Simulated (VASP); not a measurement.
# Au (I4/mmm) in VASP: notebook, part 3 of 3

VASP 6.6.1.

### 5 Single point, PBEsol (strain -0.015 along x and y, +0.030 along z)

INCAR

```
SYSTEM = Au
  ALGO = Normal
  EDIFF = 1E-6
  ENCUT = 520
  GGA = PS
  ISIF = 2
  ISMEAR = 0
  LASPH = .True.
  LCHARG = .False.
  LREAL = .False.
  LWAVE = .False.
  NBANDS = 12
  NELM = 80
  PREC = Accurate
  SIGMA = 0.15
```

KPOINTS

```
k-points
0
Gamma
  20 20 20
  0 0 0
```

POSCAR

```
Au
1.0
    0.0000000000      2.0148175000      2.1068650000
    2.0148175000      0.0000000000      2.1068650000
    2.0148175000      2.0148175000      0.0000000000
Au
1
Direct
    0.0000000000      0.0000000000      0.0000000000
```

Potentials or basis: VASP PAW PBE potentials, release 64 (Au).

Run with:

```bash
> cat potpaw_PBE.64/Au/POTCAR > POTCAR
> mpirun -np 1 vasp_std > vasp.out
```

OUTCAR:

```text
SYSTEM = Au
   EDIFF = 1E-6
   ENCUT = 520
   GGA = PS
   ISIF = 2
   ISMEAR = 0
   LASPH = .True.
   LREAL = .False.
   NELM = 80
   PREC = Accurate

 ion  position               nearest neighbor table
   1  0.000  0.000  0.000-

  LATTYP: Found a body centered tetragonal cell.
 ALAT       =     2.8493822342
 C/A-ratio  =     1.4788223038

  Lattice vectors:

 A1 = (  -2.0148175000,   0.0000000000,   2.1068650000)
 A2 = (   2.0148175000,   0.0000000000,   2.1068650000)
 A3 = (   0.0000000000,   2.0148175000,  -2.1068650000)

Analysis of symmetry for initial positions (statically):
=====================================================================
 Subroutine PRICEL returns:
 Original cell was already a primitive cell.

 Routine SETGRP: Setting up the symmetry group for a
 body centered tetragonal supercell.

 Subroutine GETGRP returns: Found 16 space group operations
 (whereof 16 operations were pure point group operations)
 out of a pool of 16 trial point group operations.

The static configuration has the point symmetry D_4h.

Analysis of symmetry for dynamics (positions and initial velocities):
=====================================================================
 Subroutine PRICEL returns:
 Original cell was already a primitive cell.

 Routine SETGRP: Setting up the symmetry group for a
 body centered tetragonal supercell.

 Subroutine GETGRP returns: Found 16 space group operations
 (whereof 16 operations were pure point group operations)
 out of a pool of 16 trial point group operations.

The dynamic configuration has the point symmetry D_4h.

 Subroutine INISYM returns: Found 16 space group operations
 (whereof 16 operations are pure point group operations),
 and found     1 'primitive' translations

----------------------------------------------------------------------------------------

                                     Primitive cell

  volume of cell :      17.1056

  direct lattice vectors                    reciprocal lattice vectors
     0.000000000  2.014817500  2.106865000    -0.248161434  0.248161434  0.237319430
     2.014817500  0.000000000  2.106865000     0.248161434 -0.248161434  0.237319430
     2.014817500  2.014817500  0.000000000     0.248161434  0.248161434 -0.237319430

  length of vectors
     2.915196338  2.915196338  2.849382234     0.423661075  0.423661075  0.423661075

  position of ions in fractional coordinates (direct lattice)
     0.000000000  0.000000000  0.000000000

  ion indices of the primitive-cell ions
   primitive index   ion index
                 1           1

----------------------------------------------------------------------------------------

 KPOINTS: k-points

Automatic generation of k-mesh.
 Grid dimensions read from file:
 generate k-points for:   20   20   20

 Generating k-lattice:

  Cartesian coordinates                     Fractional coordinates (reciprocal lattice)
    -0.012408072  0.012408072  0.011865971     0.050000000  0.000000000  0.000000000
     0.012408072 -0.012408072  0.011865971     0.000000000  0.050000000  0.000000000
     0.012408072  0.012408072 -0.011865971    -0.000000000 -0.000000000  0.050000000

  Length of vectors
     0.021183054  0.021183054  0.021183054

  Shift w.r.t. Gamma in fractional coordinates (k-lattice)
     0.000000000  0.000000000  0.000000000

 Subroutine IBZKPT returns following result:
 ===========================================

 Found    641 irreducible k-points:

 Following reciprocal coordinates:
            Coordinates               Weight
  0.000000  0.000000  0.000000      1.000000
  0.050000  0.000000  0.000000      8.000000
  0.100000  0.000000  0.000000      8.000000
  0.150000  0.000000  0.000000      8.000000
  0.200000  0.000000  0.000000      8.000000
  0.250000 -0.000000  0.000000      8.000000
[... 16 lines left out ...]
 -0.400000  0.050000  0.000000      8.000000
 -0.350000  0.050000  0.000000      8.000000
 [... further k-points ...]
   k-points           NKPTS =    641   k-points in BZ     NKDIM =    641   number of bands    NBANDS=     12
   number of dos      NEDOS =    301   number of ions     NIONS =      1
   total plane-waves  NPLWV =  13824
   dimension x,y,z NGX =    24 NGY =   24 NGZ =   24
   dimension x,y,z NGXF=    48 NGYF=   48 NGZF=   48
   ions per type =               1
   NGX,Y,Z   is equivalent  to a cutoff of  13.69, 13.69, 14.00 a.u.
   NGXF,Y,Z  is equivalent  to a cutoff of  27.37, 27.37, 28.01 a.u.
 SYSTEM =  Au
   PREC   = accura    normal or accurate (medium, high low for compatibility)
   ISTART =      0    job   : 0-new  1-cont  2-samecut
   ICHARG =      2    charge: 1-file 2-atom 10-const
   ISPIN  =      1    spin polarized calculation?
   LNONCOLLINEAR =      F non collinear calculations
   LSORBIT =      F    spin-orbit coupling
   LASPH  =      T    aspherical Exc in radial PAW
   ENCUT  =  520.0 eV  38.22 Ry    6.18 a.u.   5.42  5.42  5.30*2*pi/ulx,y,z
   NELM   =     80;   NELMIN=  2; NELMDL= -5     # of ELM steps
   EDIFF  = 0.1E-05   stopping-criterion for ELM
   LREAL  =      F    real-space projection
   EDIFFG = 0.1E-04   stopping-criterion for IOM
   NSW    =      0    number of steps for IOM
   IBRION =     -1    ionic relax: 0-MD 1-quasi-New 2-CG
   NFREE  =      0    steps in history (QN), initial steepest desc. (CG)
   ISIF   =      2    stress and relaxation
   ISYM   =      2    0-nonsym 1-usesym 2-fastsym
   POTIM  = 0.5000    time-step for ionic-motion
   TEBEG  =    0.0;   TEEND  =   0.0 temperature during run
   PSTRESS=    0.0 pullay stress
   NELECT =      11.0000    total number of electrons
   NUPDOWN=      -1.0000    fix difference up-down
   EMIN   =  10.00;   EMAX   =-10.00  energy-range for DOS
   EFERMI =   0.00;   METHOD = LEGACY
   ISMEAR =     0;   SIGMA  =   0.15  broadening in eV -4-tet -1-fermi 0-gaus
   EFERMI_NEDOS =   21; number of points for ismear=-14 and -15
   IALGO  =     38    algorithm
   IMIX   =      4    mixing-type and parameters
     AMIX     =   0.40;   BMIX     =  1.00
     AMIX_MAG =   1.60;   BMIX_MAG =  1.00
  volume/ion in A,a.u.               =      17.11       115.43
  Fermi-wavevector in a.u.,A,eV,Ry     =   1.413057  2.670291 27.167162  1.996730
  Thomas-Fermi vector in A             =   2.534742
   LORBIT       =      0    0 simple, 1 ext, 2 COOP (PROOUT), +10 PAW based schemes
   GGA     = PS    functional components
   LHFCALC =     F    Hartree Fock is set to
   AEXX    =    0.0000 exact exchange contribution
   IVDW    =     0    specifies the selected vdW correction
   LEPSILON=     F    determine dielectric tensor
   LRPA    =     F    only Hartree local field effects (RPA)
 non-spin polarized calculation
 Gauss-broadening in eV      SIGMA  =   0.15
  energy-cutoff  :      520.00
  volume of cell :       17.11
 maximum number of plane-waves:       483
 NGX is ok and might be reduce to    24
   NGX = 11   NGY = 11   NGZ = 11

 number of electron      10.9999999 magnetization

 Free energy of the ion-electron system (eV)
  ---------------------------------------------------
  ext. energy  EPLUGINS =         0.00000000
  ---------------------------------------------------
  free energy    TOTEN  =        -3.92321424 eV

  energy without entropy =       -3.91996680  energy(sigma->0) =       -3.92159052

 E-fermi :   9.2166     XC(G=0): -12.8624

 val. band max:        9.2039914799   @ k =   0.4500  -0.0000   0.4000
 cond. band min:       9.2329652241   @ k =  -0.2000   0.3000   0.1000
 fundamental gap:      0.0289737442
 Fermi energy:         9.2166025248

 k-point     1 :       0.0000    0.0000    0.0000
  band No.  band energies     occupation
      1      -0.6647      2.00000
      2       4.2888      2.00000
      3       4.7003      2.00000
      4       4.7003      2.00000
      5       5.8432      2.00000
      6       6.2907      2.00000
      7      23.7514      0.00000
      8      27.2018      0.00000
      9      27.9444      0.00000
     10      27.9444      0.00000
     11      32.5818      0.00000
     12      36.8853      0.00000
[... 331 lines left out ...]
 k-point    24 :      -0.3500    0.0500    0.0000
  band No.  band energies     occupation
      1       1.9282      2.00000
      2       4.4423      2.00000
      3       4.8680      2.00000
      4       5.6453      2.00000
      5       6.6917      2.00000
      6       7.3233      2.00000
      7      15.7208      0.00000
      8      23.5781      0.00000
      9      26.2530      0.00000
     10      28.3832      0.00000
     11      32.2039      0.00000
     12      33.6562      0.00000

 [... further k-points ...]

------------------------ aborting loop because EDIFF is reached ----------------------------------------

  FORCE on cell =-STRESS in cart. coord.  units (eV):
  Direction    XX          YY          ZZ          XY          YZ          ZX
  --------------------------------------------------------------------------------------
  -------------------------------------------------------------------------------------
  Total       -0.0590446     -0.0590446     -0.2252825      0.0000000     -0.0000000     -0.0000000
  in kB       -5.5303497     -5.5303497    -21.1008501      0.0000000     -0.0000000     -0.0000000
  external PRESSURE =     -10.7205165 kB  Pullay stress =       0.0000000 kB

 VOLUME and BASIS-vectors are now :
 -----------------------------------------------------------------------------
  energy-cutoff  :      520.00
  volume of cell :       17.11
      direct lattice vectors                 reciprocal lattice vectors
     0.000000000  2.014817500  2.106865000    -0.248161434  0.248161434  0.237319430
     2.014817500  0.000000000  2.106865000     0.248161434 -0.248161434  0.237319430
     2.014817500  2.014817500  0.000000000     0.248161434  0.248161434 -0.237319430

 POSITION                                       TOTAL-FORCE (eV/Angst)
 -----------------------------------------------------------------------------------
      0.00000      0.00000      0.00000         0.000000      0.000000      0.000000
 -----------------------------------------------------------------------------------
    total drift:                               -0.000000     -0.000000      0.000000

  FREE ENERGIE OF THE ION-ELECTRON SYSTEM (eV)
  ---------------------------------------------------
  free  energy   TOTEN  =        -3.9232142410 eV

  energy  without entropy=       -3.9199667997  energy(sigma->0) =       -3.92159052
```

Run time: 79 s. Hardware: 1 thread of AMD EPYC 9R45 (Zen 5), shared host; peak memory 0.22 GiB.

What came out:

* Free energy: -3.9232 eV
* Pressure: -1.1 GPa
* Band gap on the k mesh: zero (an odd number of electrons rules out a gap without spin polarisation)

Levels at points of the mesh, in eV from the Fermi level:
```tsv
k point	band 4	band 5	band 6	band 7	band 8	band 9
(0.00, 0.00, 0.00)	-4.52	-3.37	-2.93	14.53	17.99	18.73
(0.50, 0.00, 0.00)	-2.03	-1.86	-1.00	3.04	13.84	16.70
(0.50, 0.50, 0.00)	-1.65	-1.65	0.48	5.03	10.47	10.47
(0.50, 0.00, 0.50)	-1.79	-1.45	1.23	6.07	9.66	9.74
```

Caveat: the cell differs from its parent crystal (strain -0.015 along x and y, +0.030 along z); the PAW data sets were made with another functional, which shifts forces and pressure a little; spin-orbit coupling is left out, which moves the levels of the heavy elements.

### 6 Single point, PBEsol (strain +0.000 along x and y, +0.030 along z)

INCAR

```
PREC = Accurate ; ENCUT = 520
EDIFF = 1E-6 ; ISMEAR = 0
SIGMA = 0.15 ; LREAL = False
LASPH = True ; NELM = 100
ALGO = Normal ; ISIF = 2
LWAVE = False ; LCHARG = False
GGA = PS ; NBANDS = 12
```

KPOINTS

```
regular mesh
0
Gamma
  20 20 20
```

POSCAR

```
Au
1.0
    0.0000000000      2.0455000000      2.1068650000
    2.0455000000      0.0000000000      2.1068650000
    2.0455000000      2.0455000000      0.0000000000
Au
1
Direct
    0.0000000000      0.0000000000      0.0000000000
```

Potentials or basis: VASP PAW PBE potentials, release 64 (Au).

Run with:

```bash
> cat potpaw_PBE.64/Au/POTCAR > POTCAR
> mpirun -np 1 vasp_std > vasp.out
```

Wall time 87 s (1 thread of AMD EPYC 9R45 (Zen 5), shared host); peak memory 0.22 GiB.

Results (log left out):

| Item | Value |
| --- | --- |
| Free energy | -3.9134 eV |
| Pressure | -5.8 GPa |
| Band gap on the k mesh | zero (an odd number of electrons rules out a gap without spin polarisation) |

Stress tensor (GPa, compression positive):
```
-5.48  0.00  0.00
 0.00 -5.48  0.00
 0.00  0.00 -6.35
```

Levels at points of the mesh, in eV from the Fermi level:
| k point | band 3 | band 4 | band 5 | band 6 | band 7 | band 8 | band 9 | band 10 |
| --- | --- | --- | --- | --- | --- | --- | --- | --- |
| (0.00, 0.00, 0.00) | -4.39 | -4.39 | -3.18 | -2.90 | 14.58 | 18.06 | 18.51 | 18.51 |
| (0.50, 0.00, 0.00) | -4.39 | -1.96 | -1.85 | -0.84 | 2.90 | 13.94 | 16.59 | 17.19 |
| (0.50, 0.50, 0.00) | -1.93 | -1.61 | -1.61 | 0.76 | 5.06 | 10.22 | 10.22 | 17.13 |
| (0.50, 0.00, 0.50) | -1.95 | -1.70 | -1.49 | 1.24 | 5.72 | 9.69 | 9.74 | 16.68 |

Caveat: the cell differs from its parent crystal (strain +0.000 along x and y, +0.030 along z); the cell stands under tension; the PAW data sets were made with another functional, which shifts forces and pressure a little; spin-orbit coupling is left out, which moves the levels of the heavy elements.

### 7 Overview

```csv
cell,gap on the mesh (eV),pressure (GPa)
"a = 2.871, b = 2.871, c = 2.849 Å, angles 60.3, 60.3, 59.5°, 1 atom",none,4.3
"a = 2.871, b = 2.871, c = 2.893 Å, angles 59.8, 59.8, 60.5°, 1 atom",none,1.5
"a = 2.893, b = 2.893, c = 2.849 Å, angles 60.5, 60.5, 59.0°, 1 atom",none,1.5
"a = 2.915, b = 2.915, c = 2.849 Å, angles 60.7, 60.7, 58.5°, 1 atom",none,-1.1
"a = 2.936, b = 2.936, c = 2.893 Å, angles 60.5, 60.5, 59.0°, 1 atom",none,-5.8
```

Alike in all rows: task single point; level PBEsol; potentials or basis VASP PAW PBE potentials, release 64 (Au); no spin polarisation; k mesh 20 × 20 × 20; cutoff (eV) 520; smearing gaussian 0.15 eV.

Caveats: the PAW data sets were made with another functional, which shifts forces and pressure a little; spin-orbit coupling is left out, which moves the levels of the heavy elements; the cell stands under pressure (at least some runs); the cell stands under tension (at least some runs).

Total energies depend on the potentials used, so only differences within one code and one set of settings carry meaning.
